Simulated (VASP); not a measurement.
Crystal: Ga3O2.

```xyz
5
Lattice="3.8657 0.0000 0.0000 0.0000 3.8657 0.0000 0.0000 0.0000 6.0036" Properties=species:S:1:pos:R:3 pbc="T T T"
Ga    0.0000    0.0000    3.8870
Ga    0.0000    0.0000    2.1165
Ga    1.9328    1.9328    3.0018
O     0.0000    0.0000    0.7510
O     0.0000    0.0000    5.2525
```

```yaml
Program: VASP 6.6.1
Task: relaxation of cell and atoms
Functional: PBE
Potentials_or_basis: VASP PAW PBE potentials, release 64 (Ga_d, O)
Cutoff: 600 eV
k_mesh: 4 × 4 × 4
Occupations: gaussian, width 0.1 eV
Spin: no spin polarisation
```

At the start: pressure 70.9 GPa; volume 17.94 Å³/atom.

Task: Where does the relaxation end?

Result: Over 49 steps the energy falls by 2600.4 meV/atom and the volume is 19.20 Å³/atom (+7.0 %); space group P4/mmm (No. 123, to 0.05 Å).

The path:
```csv
step,energy change (eV),largest force (eV/Å),pressure (GPa),volume (Å³)
1,0.0000,25.5285,70.92,89.71
3,423.6541,2889.0007,457.34,131.49
5,14.5824,36.7440,-7.40,191.39
7,128.0367,1.9402,-100.59,307.13
9,2.9053,2.0035,-24.44,183.49
11,-2.4863,3.0965,-17.50,166.79
13,-3.6861,4.5960,-15.55,162.60
15,-3.9735,4.9431,-15.05,161.56
17,-4.0443,5.0274,-14.92,161.30
19,-4.0619,5.0483,-14.89,161.23
21,-4.0663,5.0534,-14.87,161.21
23,-4.0674,5.0548,-14.89,161.21
25,-8.9927,12.3151,13.53,110.91
27,-10.0579,7.3608,1.40,121.33
29,-11.1391,4.5477,3.40,117.15
31,-12.0893,1.7795,-5.81,119.59
33,-12.7718,0.9148,-1.58,112.51
35,-12.8309,0.6019,-1.39,110.13
37,-12.8803,0.7402,-1.71,107.65
39,-12.8880,0.4181,-0.43,91.08
41,-12.9991,0.1408,0.24,95.08
43,-13.0000,0.0409,-0.09,95.62
45,-13.0008,0.1356,0.05,95.72
47,-13.0016,0.0658,0.09,95.87
49,-13.0018,0.0244,-0.02,95.99
```

Final structure:
```
Ga O
1.0
     3.45432    0.00000    0.00000
     0.00000    3.45432    0.00000
     0.00000    0.00000    8.04477
Ga O
3 2
Direct
  0.00000 0.00000 0.69032
  0.00000 0.00000 0.30968
  0.50000 0.50000 0.50000
  0.00000 0.00000 0.91460
  0.00000 0.00000 0.08540
```

Caveat: the k points lie up to 0.45 Å⁻¹ apart in the final cell; an odd number of electrons without spin polarisation forces a metal; a magnetic or distorted state may lie lower.
